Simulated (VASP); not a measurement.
The system is PrSi3.

```
Pr Si
1.0
     4.22222    0.00000    0.00000
     0.00000    4.22222    0.00000
     0.00000    0.00000    4.38457
Pr Si
1 3
Direct
  0.00000 0.00000 0.00000
  0.50000 0.50000 0.00000
  0.50000 0.00000 0.50000
  0.00000 0.50000 0.50000
```

The cell was built from a structure type or drawn by symmetry, and may not be a known phase.

- Program: VASP 6.6.1
- Task: relaxation of cell and atoms
- Functional: PBE
- Potentials or basis: VASP PAW PBE potentials, release 64 (Pr_3, Si), 4f in core
- Cutoff: 500 eV
- k mesh: 12 × 12 × 10
- Occupations: gaussian, width 0.1 eV
- Spin: no spin polarisation

At the start: pressure 0.0 GPa; volume 19.54 Å³/atom.

Where does the relaxation end?

Over 6 steps the energy falls by 4.5 meV/atom and the volume is 19.51 Å³/atom (-0.1 %); space group P4/mmm (No. 123, to 0.1 Å) before, Pm-3m (No. 221, to 0.1 Å).

Step by step:
```
step  energy change (eV)  largest force (eV/Å)  pressure (GPa)  volume (Å³)
   1              0.0000                0.0000            0.04        78.16
   2             -0.0111                0.0000           -0.08        78.21
   3             -0.0177                0.0000           -0.19        78.25
   4             -0.0178                0.0000           -0.19        78.26
   5             -0.0178                0.0000            0.15        77.91
   6             -0.0179                0.0000            0.00        78.06
```

Final structure:
```cif
data_structure
_symmetry_space_group_name_H-M 'P 1'
_symmetry_Int_Tables_number 1
_cell_length_a 4.2766
_cell_length_b 4.2766
_cell_length_c 4.2681
_cell_angle_alpha 90.000
_cell_angle_beta 90.000
_cell_angle_gamma 90.000
_cell_volume 78.06
loop_
_atom_site_label
_atom_site_type_symbol
_atom_site_fract_x
_atom_site_fract_y
_atom_site_fract_z
_atom_site_occupancy
Pr1 Pr 0.00000 0.00000 0.00000 1
Si1 Si 0.50000 0.50000 0.00000 1
Si2 Si 0.50000 0.00000 0.50000 1
Si3 Si 0.00000 0.50000 0.50000 1
```
